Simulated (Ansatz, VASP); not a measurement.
**One calculation of Be2Cd2S, two programs**

```
CELL_PARAMETERS angstrom
3.40722 0.00000 0.00000
0.00000 3.35625 0.00000
-0.06082 0.00000 7.83477
ATOMIC_POSITIONS crystal
Be 0.49781 0.50000 0.74410
Be 0.99816 0.00000 0.74716
Cd 0.50239 0.00000 0.99085
Cd 0.00637 0.50000 0.21380
S 0.99527 0.50000 0.58429
```

Change from the starting cell: the structure that the rattled cell fell into.

Alike in both runs: task relaxation of cell and atoms; functional PBE; k mesh 6 × 6 × 2; occupations gaussian, width 0.1 eV; no spin polarisation.

|  | VASP | Ansatz |
| --- | --- | --- |
| version | VASP 6.6.1 | Ansatz 0.2.0 |
| potentials or method | VASP PAW PBE potentials, release 64 (Be, Cd, S), cutoff 600 eV | scalar-relativistic, plane waves, PAW |
| valence electrons in the cell | 34 | 50 |

Ansatz gave:

```
gap on the k mesh at the Fermi level, each at its own relaxed structure (eV)  : none
relaxed volume (Å³/atom)                                                      : 17.96
relaxed length of the cell vector where the two differ most in proportion (Å) : 7.861
```

Q: What did VASP give for the same quantities?

A: gap on the k mesh at the Fermi level, each at its own relaxed structure (eV): none; relaxed volume (Å³/atom): 18.02; relaxed length of the cell vector where the two differ most in proportion (Å): 7.874.

A gap of «none» marks a metal or a gap that the smearing closes. VASP's potentials hold 34 valence electrons a cell and Ansatz's 50, so a difference there can come from the potentials and not from the codes.

The k mesh is coarse, so the values compare programs but aren't converged.
